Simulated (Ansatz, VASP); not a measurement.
**Hf: VASP beside Ansatz**

```xyz
2
Lattice="3.1924 0.0000 0.0000 -1.5962 2.7647 0.0000 0.0000 0.0000 5.0450" Properties=species:S:1:pos:R:3 pbc="T T T"
Hf    0.0000    1.8431    1.2613
Hf    1.5962    0.9216    3.7838
```

Alike in both runs: task relaxation of cell and atoms; functional LDA; k mesh 12 × 12 × 8; occupations gaussian, width 0.1 eV; no spin polarisation.

|  | VASP | Ansatz |
| --- | --- | --- |
| version | VASP 6.6.1 | Ansatz 0.2.0 |
| potentials or method | VASP PAW LDA potentials, release 64 (Hf_pv), cutoff 600 eV | scalar-relativistic, plane waves, PAW |
| valence electrons in the cell | 20 | 52 |

|  | VASP | Ansatz | Ansatz less VASP |
| --- | --- | --- | --- |
| gap on the k mesh at the Fermi level, each at its own relaxed structure (eV) | none | none | - |
| relaxed volume (Å³/atom) | 20.84 | 20.83 | -0.014 |
| relaxed cell length with the largest relative difference (Å) | 3.119 | 3.118 | -0.0011 |

Ansatz warns that its potentials were made for another functional, while VASP's fit it. LDA's correlation is that of Perdew and Zunger in VASP and of Perdew and Wang (1992) in Ansatz. A gap of «none» marks a metal or a gap that the smearing closes. VASP's potentials hold 20 valence electrons a cell and Ansatz's 52, so a difference there can come from the potentials and not from the codes.

Spin-orbit coupling is off throughout.
